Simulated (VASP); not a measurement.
Wanted: the native input for a VASP 6.6.1 run.

```
Task                   : single point
Functional             : LDA
Potentials or basis    : VASP PAW LDA potentials, release 64 (Ge_d)
Cutoff                 : 520 eV
k mesh                 : 9 × 9 × 9
Occupations            : fermi-dirac, width 0.05 eV
Spin                   : no spin polarisation
Dipole correction      : no
Further INCAR settings : ALGO = Normal; EDIFF = 1e-07; NBANDS = 21
```

The structure of Ge lies in POSCAR:

```
Ge
1.0
    0.0000000000      2.9231407787      2.9231407787
    2.9231407787      0.0000000000      2.9231407787
    2.9231407787      2.9231407787      0.0000000000
Ge
2
Direct
    0.5000000000      0.5000000000      0.5000000000
    0.7500000000      0.7500000000      0.7500000000
```

This cell differs from its parent crystal: volume scaled by 1.12.

These files were run (other wordings do the same):

INCAR

```
  PREC = Accurate
  ENCUT = 520
  EDIFF = 1E-7
  ISMEAR = -1
  SIGMA = 0.05
  LREAL = F
  LASPH = T
  NELM = 60
  ALGO = Normal
  ISIF = 2
  LWAVE = F
  LCHARG = T
  LELF = T
  LVHAR = T
  NBANDS = 21
```

KPOINTS

```
regular mesh
0
Gamma
  9 9 9
```

Potentials or basis: VASP PAW LDA potentials, release 64 (Ge_d).

The run is started by

```sh
$ cat potpaw_LDA.64/Ge_d/POTCAR > POTCAR
$ mpirun -np 1 vasp_std > vasp.out
```

Results of the run:

* Pressure: -6.3 GPa
* Band gap on the k mesh: zero (band 14 reaches 3.81 eV, above the bottom of band 15 at 3.63 eV)

Run time: 10 s on 1 thread of Intel(R) Xeon(R) 6975P-C (Granite Rapids), with other jobs on the host, peak memory 0.16 GiB.
